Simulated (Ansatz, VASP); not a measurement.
## ZnO in VASP and in Ansatz

```
Zn O
1.0
     3.20539    0.00000    0.00000
    -1.60270    2.77595    0.00000
     0.00000    0.00000    5.13535
Zn O
2 2
Direct
  0.66667 0.33333 0.00000
  0.33333 0.66667 0.50000
  0.33333 0.66667 0.87901
  0.66667 0.33333 0.37901
```

Alike in both runs: task single point; functional PBE; dispersion D3(BJ); k mesh 9 × 9 × 5; occupations fermi-dirac, width 0.05 eV; no spin polarisation.

```csv
,VASP,Ansatz
version,VASP 6.6.1,Ansatz 0.2.0
potentials or method,"VASP PAW PBE potentials, release 64 (Zn, O)",Ansatz PAW
plane-wave cutoff (eV),520,420
valence electrons in the cell,36,36
```

Ansatz gave:

```
gap on the k mesh at the Fermi level (eV)                     : 0.86
least direct gap on the mesh (eV)                             : 0.86
pressure (GPa)                                                : 8.3
traceless stress, the component that is largest in VASP (GPa) : 1.32
rms of the force components (eV/Å)                            : 0.048
```

**Question.** What did VASP give for the same quantities?

**Answer.** gap on the k mesh at the Fermi level (eV): 0.85; least direct gap on the mesh (eV): 0.85; pressure (GPa): 9.5; traceless stress, the component that is largest in VASP (GPa): 1.35; rms of the force components (eV/Å): 0.051.

Atom by atom the forces differ by 0.002 eV/Å (rms over components).

Noted on Ansatz's run: odd divisions of the mesh miss points on the zone boundary, where band edges often lie, so the gap on the mesh can be too wide.
